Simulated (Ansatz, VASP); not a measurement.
**Two plane-wave programs on SnSe**

```
Sn Se
1.0
    11.42000    0.00000    0.00000
     0.00000    4.19000    0.00000
     0.00000    0.00000    4.46000
Sn Se
4 4
Direct
  0.87700 0.75000 0.90900
  0.62300 0.25000 0.40900
  0.37700 0.75000 0.59100
  0.12300 0.25000 0.09100
  0.64300 0.75000 0.98400
  0.85700 0.25000 0.48400
  0.14300 0.75000 0.51600
  0.35700 0.25000 0.01600
```

Alike in both runs: task relaxation of cell and atoms; functional PBEsol; dispersion D3(BJ); k mesh 3 × 6 × 6; occupations fermi-dirac, width 0.05 eV; no spin polarisation.

```csv
,VASP,Ansatz
version,VASP 6.6.1,Ansatz 0.2.0
potentials or method,"VASP PAW PBE potentials, release 64 (Sn_d, Se)",Ansatz PAW
plane-wave cutoff (eV),600,420
valence electrons in the cell,80,120
```

VASP gave:

```
relaxed volume (Å³/atom)                                        : 24.51
relaxed length of the cell vector where the two differ most in proportion (Å) : 4.247
```

Q: What did Ansatz give for the same quantities?

A: Relaxed volume (Å³/atom): 24.48; relaxed length of the cell vector where the two differ most in proportion (Å): 4.243.

VASP's potentials were made for PBE, not for PBEsol. VASP's potentials hold 80 valence electrons a cell and Ansatz's 120, so a difference there can come from the potentials and not from the codes.

Noted on Ansatz's run: the plane-wave basis is chosen anew once the cell has moved, so the energies of steps on either side of that aren't comparable.
